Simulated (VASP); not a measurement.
# TaN (P6_3mc) in VASP: a series of runs

TaN is run at these levels: LDA+U; tasks: single point.

Everything below comes from runs of VASP 6.6.1. Logs are shortened: lines on timing, memory, paths and dates and some standing lists are left out, and cuts for length are marked.

## Step 1: The cell of the first run

The structure is hexagonal, space group P6_3mc (No. 186). Conventional cell: a = 3.050 Å, b = 3.050 Å, c = 4.940 Å, α = 90.00°, β = 90.00°, γ = 120.00°. Ta (site symmetry 3m) has 4 N at 1.85 to 1.90 Å within 2.5 Å. N (site symmetry 3m) has 4 Ta at 1.85 to 1.90 Å within 2.5 Å.

## Step 2: Single point, LDA+U, non-collinear spin, twin_end start, spin-orbit coupling

File INCAR:

```
ALGO = Normal
EDIFF = 1E-7
ENCUT = 520
GGA = CA
GGA_COMPAT = False
ISIF = 2
ISMEAR = 0
LASPH = True
LCHARG = False
LDAU = True
LDAUJ = 0.9 0
LDAUL = 2 -1
LDAUPRINT = 1
LDAUTYPE = 1
LDAUU = 7 0
LMAXMIX = 4
LORBIT = 11
LORBMOM = True
LREAL = False
LSORBIT = True
LWAVE = False
MAGMOM = 0.03 0.06 0 0.03 0.06 0 0.02 0.03 0 0.02 0.03 0
NBANDS = 46
NELM = 150
PREC = Accurate
SIGMA = 0.05
```

File KPOINTS:

```
k-points
0
Gamma
  7 7 4
```

File POSCAR:

```
TaN
1.0
    3.0500020400      0.0000000000      0.0000000000
   -1.5250010200      2.6413792500      0.0000000000
    0.0000000000      0.0000000000      4.9400015300
Ta N
2 2
Direct
    0.3333333333      0.6666666667      0.0000000000
    0.6666666667      0.3333333333      0.5000000000
    0.3333333333      0.6666666667      0.3850000000
    0.6666666667      0.3333333333      0.8850000000
```

Potentials or basis: VASP PAW LDA potentials, release 64 (Ta_pv, N).

Run with:

```console
cat potpaw_LDA.64/Ta_pv/POTCAR potpaw_LDA.64/N/POTCAR > POTCAR
mpirun -np 1 vasp_ncl > vasp.out
```

OUTCAR:

```text
EDIFF = 1E-7
   ENCUT = 520
   GGA = CA
   ISIF = 2
   ISMEAR = 0
   LASPH = True
   LORBIT = 11
   LREAL = False
   LSORBIT = True
   NELM = 150
   PREC = Accurate

 ion  position               nearest neighbor table
   1  0.333  0.667  0.000-   4 1.85   4 1.85   4 1.85   3 1.90   2 3.03   2 3.03   2 3.03   2 3.03
                             2 3.03   2 3.03
   2  0.667  0.333  0.500-   3 1.85   3 1.85   3 1.85   4 1.90   1 3.03   1 3.03   1 3.03   1 3.03
                             1 3.03   1 3.03
   3  0.333  0.667  0.385-   2 1.85   2 1.85   2 1.85   1 1.90
   4  0.667  0.333  0.885-   1 1.85   1 1.85   1 1.85   2 1.90

  LATTYP: Found a hexagonal cell.
 ALAT       =     3.0500020400
 C/A-ratio  =     1.6196715495

  Lattice vectors:

 A1 = (   3.0500020400,   0.0000000000,   0.0000000000)
 A2 = (  -1.5250010200,   2.6413792500,   0.0000000000)
 A3 = (   0.0000000000,   0.0000000000,   4.9400015300)

Analysis of symmetry for initial positions (statically):
=====================================================================
 Subroutine PRICEL returns:
 Original cell was already a primitive cell.

 Routine SETGRP: Setting up the symmetry group for a
 hexagonal supercell.

 Subroutine GETGRP returns: Found 12 space group operations
 (whereof  6 operations were pure point group operations)
 out of a pool of 24 trial point group operations.

The static configuration has the point symmetry C_3v.
 The point group associated with its full space group is C_6v.

Analysis of symmetry for dynamics (positions and initial velocities):
=====================================================================
 Subroutine PRICEL returns:
 Original cell was already a primitive cell.

 Routine SETGRP: Setting up the symmetry group for a
 hexagonal supercell.

 Subroutine GETGRP returns: Found 12 space group operations
 (whereof  6 operations were pure point group operations)
 out of a pool of 24 trial point group operations.

The dynamic configuration has the point symmetry C_3v.
 The point group associated with its full space group is C_6v.

Analysis of structural, dynamic, and magnetic symmetry:
=====================================================================
 Subroutine PRICEL returns:
 Original cell was already a primitive cell.

 Routine SETGRP: Setting up the symmetry group for a
 hexagonal supercell.

 Subroutine GETGRP returns: Found  1 space group operations
 (whereof  1 operations were pure point group operations)
 out of a pool of 24 trial point group operations.

The overall configuration has the point symmetry C_1 .

 Subroutine INISYM returns: Found  1 space group operations
 (whereof  1 operations are pure point group operations),
 and found     1 'primitive' translations

----------------------------------------------------------------------------------------

                                     Primitive cell

  volume of cell :      39.7977

  direct lattice vectors                    reciprocal lattice vectors
     3.050002040  0.000000000  0.000000000     0.327868633  0.189295043  0.000000000
    -1.525001020  2.641379250  0.000000000     0.000000000  0.378590087  0.000000000
     0.000000000  0.000000000  4.940001530     0.000000000  0.000000000  0.202429087

  length of vectors
     3.050002040  3.050002042  4.940001530     0.378590087  0.378590087  0.202429087

  position of ions in fractional coordinates (direct lattice)
     0.333333333  0.666666667  0.000000000
     0.666666667  0.333333333  0.500000000
     0.333333333  0.666666667  0.385000000
     0.666666667  0.333333333  0.885000000

[... 220 lines left out ...]

 number of electron      32.0000000 magnetization       0.0000043      0.0000075     -0.0000001

 Free energy of the ion-electron system (eV)
  ---------------------------------------------------
  ext. energy  EPLUGINS =         0.00000000
  ---------------------------------------------------
  free energy    TOTEN  =       -31.82458698 eV

  energy without entropy =      -31.82191827  energy(sigma->0) =      -31.82325263

 E-fermi :  10.3347     XC(G=0): -13.7909

 val. band max:       10.2825063018   @ k =  -0.4286   0.4286   0.2500
 cond. band min:      10.3398223407   @ k =  -0.4286  -0.2857  -0.2500
 fundamental gap:      0.0573160388
 Fermi energy:        10.3346560105

 k-point     1 :       0.0000    0.0000    0.0000
  band No.  band energies     occupation
      1     -31.0531      1.00000
      2     -31.0531      1.00000
      3     -30.6958      1.00000
      4     -30.6958      1.00000
      5     -24.0576      1.00000
      6     -24.0576      1.00000
[... 1117 lines left out ...]
     43      16.3758      0.00000
     44      16.4855      0.00000

 [... further k-points ...]

 [bands above 44 left out]

------------------------ aborting loop because EDIFF is reached ----------------------------------------

  FORCE on cell =-STRESS in cart. coord.  units (eV):
  Direction    XX          YY          ZZ          XY          YZ          ZX
  --------------------------------------------------------------------------------------
  -------------------------------------------------------------------------------------
  Total       38.0806953     38.0806922     33.4710872     -0.0000058      0.0000002     -0.0000006
  in kB     1533.0540853   1533.0539618   1347.4803050     -0.0002340      0.0000091     -0.0000236
  external PRESSURE =    1471.1961174 kB  Pullay stress =       0.0000000 kB

 VOLUME and BASIS-vectors are now :
 -----------------------------------------------------------------------------
  energy-cutoff  :      520.00
  volume of cell :       39.80
      direct lattice vectors                 reciprocal lattice vectors
     3.050002040  0.000000000  0.000000000     0.327868633  0.189295043  0.000000000
    -1.525001020  2.641379250  0.000000000     0.000000000  0.378590087  0.000000000
     0.000000000  0.000000000  4.940001530     0.000000000  0.000000000  0.202429087

 POSITION                                       TOTAL-FORCE (eV/Angst)
 -----------------------------------------------------------------------------------
     -0.00000      1.76092      0.00000         0.000000      0.000000      2.401206
      1.52500      0.88046      2.47000        -0.000000      0.000000      2.401197
     -0.00000      1.76092      1.90190        -0.000000     -0.000001     -2.401202
      1.52500      0.88046      4.37190         0.000001      0.000000     -2.401202
 -----------------------------------------------------------------------------------
    total drift:                                0.000001     -0.000001      0.000611

  FREE ENERGIE OF THE ION-ELECTRON SYSTEM (eV)
  ---------------------------------------------------
  free  energy   TOTEN  =       -31.8245869833 eV

  energy  without entropy=      -31.8219182746  energy(sigma->0) =      -31.82325263

 orbital moment (x)

 # of ion     p       d       tot
 ----------------------------------------
  1        -0.000  -0.000  -0.000
  2        -0.000  -0.000  -0.000
  3        -0.000   0.000  -0.000
  4        -0.000   0.000  -0.000
 ----------------------------------------
           -0.000  -0.000  -0.000

 orbital moment (y)

 # of ion     p       d       tot
 ----------------------------------------
  1        -0.000  -0.000  -0.000
  2        -0.000  -0.000  -0.000
  3        -0.000   0.000  -0.000
  4        -0.000   0.000  -0.000
 ----------------------------------------
           -0.000  -0.000  -0.000

 orbital moment (z)

 # of ion     p       d       tot
 ----------------------------------------
  1        -0.000   0.000   0.000
  2         0.000   0.000   0.000
  3         0.000   0.000   0.000
  4         0.000   0.000   0.000
 ----------------------------------------
            0.000   0.000   0.000

 Spin-Orbit-Coupling matrix elements

 Ion:    1  E_soc:     -1.3698796
 l=   1
     0.0000000    -0.2106333    -0.2096081
    -0.2106333     0.0000000    -0.2106334
    -0.2096081    -0.2106334     0.0000000
 l=   2
     0.0000000    -0.0035991     0.0000000    -0.0035991    -0.0152858
    -0.0035991     0.0000000    -0.0100118    -0.0043592    -0.0035991
     0.0000000    -0.0100118     0.0000000    -0.0100118     0.0000000
    -0.0035991    -0.0043592    -0.0100118     0.0000000    -0.0035991
    -0.0152858    -0.0035991     0.0000000    -0.0035991     0.0000000
 l=   3
     0.0000000     0.0000000     0.0000000     0.0000000     0.0000000     0.0000000     0.0000000
     0.0000000     0.0000000     0.0000000     0.0000000     0.0000000     0.0000000     0.0000000
     0.0000000     0.0000000     0.0000000     0.0000000     0.0000000     0.0000000     0.0000000
     0.0000000     0.0000000     0.0000000     0.0000000     0.0000000     0.0000000     0.0000000
[... 49 lines left out ...]
 l=   2
     0.0000000     0.0000000     0.0000000     0.0000000     0.0000000
     0.0000000     0.0000000     0.0000000     0.0000000     0.0000000
     0.0000000     0.0000000     0.0000000     0.0000000     0.0000000
     0.0000000     0.0000000     0.0000000     0.0000000     0.0000000
     0.0000000     0.0000000     0.0000000     0.0000000     0.0000000
 l=   3
     0.0000000     0.0000000     0.0000000     0.0000000     0.0000000     0.0000000     0.0000000
     0.0000000     0.0000000     0.0000000     0.0000000     0.0000000     0.0000000     0.0000000
     0.0000000     0.0000000     0.0000000     0.0000000     0.0000000     0.0000000     0.0000000
     0.0000000     0.0000000     0.0000000     0.0000000     0.0000000     0.0000000     0.0000000
     0.0000000     0.0000000     0.0000000     0.0000000     0.0000000     0.0000000     0.0000000
     0.0000000     0.0000000     0.0000000     0.0000000     0.0000000     0.0000000     0.0000000
     0.0000000     0.0000000     0.0000000     0.0000000     0.0000000     0.0000000     0.0000000

 total charge

# of ion       s       p       d       tot
------------------------------------------
    1        0.420   6.438   2.841   9.699
    2        0.420   6.438   2.841   9.699
    3        1.286   2.772   0.000   4.058
    4        1.286   2.772   0.000   4.058
--------------------------------------------------
tot          3.412  18.420   5.681  27.513

 magnetization (x)

# of ion       s       p       d       tot
------------------------------------------
    1        0.000  -0.000   0.000   0.000
    2        0.000  -0.000   0.000   0.000
    3       -0.000  -0.000   0.000  -0.000
    4       -0.000  -0.000   0.000  -0.000
--------------------------------------------------
tot          0.000  -0.000   0.000   0.000

 magnetization (y)

# of ion       s       p       d       tot
------------------------------------------
    1        0.000  -0.000   0.000   0.000
    2        0.000  -0.000   0.000   0.000
    3       -0.000  -0.000   0.000  -0.000
    4       -0.000  -0.000   0.000  -0.000
--------------------------------------------------
tot          0.000  -0.000   0.000   0.000

 magnetization (z)

# of ion       s       p       d       tot
------------------------------------------
    1       -0.000  -0.000   0.000   0.000
    2        0.000   0.000   0.000   0.000
    3        0.000   0.000   0.000   0.000
    4        0.000  -0.000   0.000  -0.000
--------------------------------------------------
tot          0.000  -0.000   0.000   0.000
```

Wall time 5.9 min (1 thread of Intel Xeon 6975P-C (Granite Rapids), shared host); peak memory 0.56 GiB.

Results:

| Item | Value |
| --- | --- |
| Free energy | -31.8246 eV |
| Pressure | 147.1 GPa |
| Largest force | 2.401 eV/Å |
| Net moment | 0.00 μB per cell |
| Valence electrons inside the program's atomic spheres | Ta 9.70; N 4.06 |

Forces on the atoms (eV/Å):
```
Ta   0.000  0.000  2.401
Ta   0.000  0.000  2.401
N    0.000  0.000 -2.401
N    0.000  0.000 -2.401
```

Stress tensor (GPa, compression positive):
```
153.31   0.00   0.00
  0.00 153.31   0.00
  0.00   0.00 134.75
```

Moments on the atoms (μB; x, y, z):
```
Ta  0.00 0.00 0.00
Ta  0.00 0.00 0.00
N   0.00 0.00 0.00
N   0.00 0.00 0.00
```

Caveat: the stress differs along the axes, from 135 to 153 GPa; forces of over 1 eV/Å act on the atoms, so gaps and moduli don't describe the material at rest.

## Step 3: Single point, LDA+U, non-collinear spin, typed start, spin-orbit coupling

File INCAR:

```
SYSTEM = TaN
PREC = Accurate
ENCUT = 520
EDIFF = 1E-7
ISMEAR = 0
SIGMA = 0.05
LREAL = .False.
LASPH = .True.
NELM = 150
ALGO = Normal
ISIF = 2
LWAVE = .False.
LCHARG = .False.
LNONCOLLINEAR = .True.
MAGMOM = 1.414 1.414 0 1.414 1.414 0 0 0 0 0 0 0
LORBIT = 11
LSORBIT = .True.
GGA_COMPAT = .False.
LORBMOM = .True.
LMAXMIX = 4
LDAU = .True.
LDAUTYPE = 1
LDAUL = 2 -1
LDAUU = 7 0
LDAUJ = 0.9 0
LDAUPRINT = 1
GGA = CA
NBANDS = 46
```

File KPOINTS:

```
Automatic mesh
0
Gamma
  7 7 4
  0 0 0
```

POSCAR is that of step 2.

Potentials or basis: VASP PAW LDA potentials, release 64 (Ta_pv, N).

Run with:

```console
cat potpaw_LDA.64/Ta_pv/POTCAR potpaw_LDA.64/N/POTCAR > POTCAR
mpirun -np 1 vasp_ncl > vasp.out
```

OUTCAR:

```text
SYSTEM = TaN
   PREC = Accurate
   ENCUT = 520
   EDIFF = 1E-7
   ISMEAR = 0
   LREAL = .False.
   LASPH = .True.
   NELM = 150
   ISIF = 2
   LNONCOLLINEAR = .True.
   LORBIT = 11
   LSORBIT = .True.
   GGA = CA

 ion  position               nearest neighbor table
   1  0.333  0.667  0.000-   4 1.85   4 1.85   4 1.85   3 1.90   2 3.03   2 3.03   2 3.03   2 3.03
                             2 3.03   2 3.03
   2  0.667  0.333  0.500-   3 1.85   3 1.85   3 1.85   4 1.90   1 3.03   1 3.03   1 3.03   1 3.03
                             1 3.03   1 3.03
   3  0.333  0.667  0.385-   2 1.85   2 1.85   2 1.85   1 1.90
   4  0.667  0.333  0.885-   1 1.85   1 1.85   1 1.85   2 1.90

  LATTYP: Found a hexagonal cell.
 ALAT       =     3.0500020400
 C/A-ratio  =     1.6196715495

  Lattice vectors:

 A1 = (   3.0500020400,   0.0000000000,   0.0000000000)
 A2 = (  -1.5250010200,   2.6413792500,   0.0000000000)
 A3 = (   0.0000000000,   0.0000000000,   4.9400015300)

Analysis of symmetry for initial positions (statically):
=====================================================================
 Subroutine PRICEL returns:
 Original cell was already a primitive cell.

 Routine SETGRP: Setting up the symmetry group for a
 hexagonal supercell.
[... 1516 lines left out ...]
     0.0000000     0.0000000     0.0000000     0.0000000     0.0000000     0.0000000     0.0000000
     0.0000000     0.0000000     0.0000000     0.0000000     0.0000000     0.0000000     0.0000000
[... 49 lines left out ...]
 l=   2
     0.0000000     0.0000000     0.0000000     0.0000000     0.0000000
     0.0000000     0.0000000     0.0000000     0.0000000     0.0000000
     0.0000000     0.0000000     0.0000000     0.0000000     0.0000000
     0.0000000     0.0000000     0.0000000     0.0000000     0.0000000
     0.0000000     0.0000000     0.0000000     0.0000000     0.0000000
 l=   3
     0.0000000     0.0000000     0.0000000     0.0000000     0.0000000     0.0000000     0.0000000
     0.0000000     0.0000000     0.0000000     0.0000000     0.0000000     0.0000000     0.0000000
     0.0000000     0.0000000     0.0000000     0.0000000     0.0000000     0.0000000     0.0000000
     0.0000000     0.0000000     0.0000000     0.0000000     0.0000000     0.0000000     0.0000000
     0.0000000     0.0000000     0.0000000     0.0000000     0.0000000     0.0000000     0.0000000
     0.0000000     0.0000000     0.0000000     0.0000000     0.0000000     0.0000000     0.0000000
     0.0000000     0.0000000     0.0000000     0.0000000     0.0000000     0.0000000     0.0000000

 total charge

# of ion       s       p       d       tot
------------------------------------------
    1        0.420   6.438   2.841   9.699
    2        0.420   6.438   2.841   9.699
    3        1.286   2.772   0.000   4.058
    4        1.286   2.772   0.000   4.058
--------------------------------------------------
tot          3.412  18.421   5.681  27.513

 magnetization (x)

# of ion       s       p       d       tot
------------------------------------------
    1        0.000  -0.000  -0.000  -0.000
    2        0.000  -0.000  -0.000  -0.000
    3       -0.000  -0.000   0.000  -0.000
    4       -0.000  -0.000   0.000  -0.000
--------------------------------------------------
tot          0.000  -0.000  -0.000  -0.000

 magnetization (y)

# of ion       s       p       d       tot
------------------------------------------
    1        0.000  -0.000  -0.000  -0.000
    2        0.000  -0.000  -0.000  -0.000
    3       -0.000  -0.000   0.000  -0.000
    4       -0.000  -0.000   0.000  -0.000
--------------------------------------------------
tot          0.000  -0.000  -0.000  -0.000

 magnetization (z)

# of ion       s       p       d       tot
------------------------------------------
    1       -0.000   0.000   0.000   0.000
    2        0.000  -0.000  -0.000  -0.000
    3       -0.000  -0.000   0.000  -0.000
    4        0.000   0.000   0.000   0.000
--------------------------------------------------
tot         -0.000  -0.000  -0.000  -0.000
```

stdout:

```text
POSCAR found type information on POSCAR TaN
 POSCAR found :  2 types and       4 ions
 scaLAPACK will be used
 LDA part: xc-table for (Slater(with rela. corr.)+CA(PZ))
 , standard interpolation
 POSCAR, INCAR and KPOINTS ok, starting setup
 FFT: planning ... GRIDC
 FFT: planning ... GRID_SOFT
 FFT: planning ... GRID
 WAVECAR not read
 entering main loop
```

It took 5.9 min on 1 thread of Intel Xeon 6975P-C (Granite Rapids), shared host; peak memory 0.56 GiB.

What came out:

```
Free energy                                           : -31.8246 eV
Pressure                                              : 147.1 GPa
Largest force                                         : 2.401 eV/Å
Net moment                                            : 0.00 μB per cell
Valence electrons inside the program's atomic spheres : Ta 9.70; N 4.06
```

Forces in eV/Å, atoms in the order of the input:
```
Ta   0.000  0.000  2.401
Ta   0.000  0.000  2.401
N    0.000  0.000 -2.401
N    0.000  0.000 -2.401
```

Moments on the atoms (μB; x, y, z):
```
Ta  0.00 0.00 0.00
Ta  0.00 0.00 0.00
N   0.00 0.00 0.00
N   0.00 0.00 0.00
```

Caveat: the stress differs along the axes, from 135 to 153 GPa; forces of over 1 eV/Å act on the atoms, so gaps and moduli don't describe the material at rest.

## Step 4: Single point, LDA+U, non-collinear spin, twin_end start, spin-orbit coupling

File INCAR:

```
  PREC = Accurate
  ENCUT = 520
  EDIFF = 1E-6
  ISMEAR = 0
  SIGMA = 0.05
  LREAL = False
  LASPH = True
  NELM = 150
  ALGO = Normal
  ISIF = 2
  LWAVE = False
  LCHARG = False
  LNONCOLLINEAR = True
  MAGMOM = 0.05 -0.03 0 0.05 -0.03 0 0.02 -0.01 0 0.02 -0.01 0
  LORBIT = 11
  LSORBIT = True
  GGA_COMPAT = False
  LORBMOM = True
  LMAXMIX = 4
  LDAU = True
  LDAUTYPE = 1
  LDAUL = 2 -1
  LDAUU = 7 0
  LDAUJ = 0.9 0
  LDAUPRINT = 1
  GGA = CA
  NBANDS = 46
```

File KPOINTS:

```
Automatic mesh
0
Gamma
  7 7 4
```

POSCAR is that of step 3.

Run with:

```console
cat potpaw_LDA.64/Ta_pv/POTCAR potpaw_LDA.64/N/POTCAR > POTCAR
mpirun -np 1 vasp_ncl > vasp.out
```

Wall time 5 min (1 thread of Intel Xeon 6975P-C (Granite Rapids), shared host); peak memory 0.56 GiB.

It converged, with:

- Free energy: -31.8246 eV
- Pressure: 147.1 GPa
- Largest force: 2.401 eV/Å
- Net moment: 0.00 μB per cell
- Valence electrons inside the program's atomic spheres: Ta 9.70; N 4.06

Forces in eV/Å, atoms in the order of the input:
```
Ta   0.000  0.000  2.401
Ta   0.000  0.000  2.401
N    0.000  0.000 -2.401
N    0.000  0.000 -2.401
```

Stress tensor (GPa, compression positive):
```
153.32   0.00   0.00
  0.00 153.32   0.00
  0.00   0.00 134.76
```

Moments on the atoms (μB; x, y, z):
```
Ta  0.00 0.00 0.00
Ta  0.00 0.00 0.00
N   0.00 0.00 0.00
N   0.00 0.00 0.00
```

Caveat: the stress differs along the axes, from 135 to 153 GPa; forces of over 1 eV/Å act on the atoms, so gaps and moduli don't describe the material at rest.
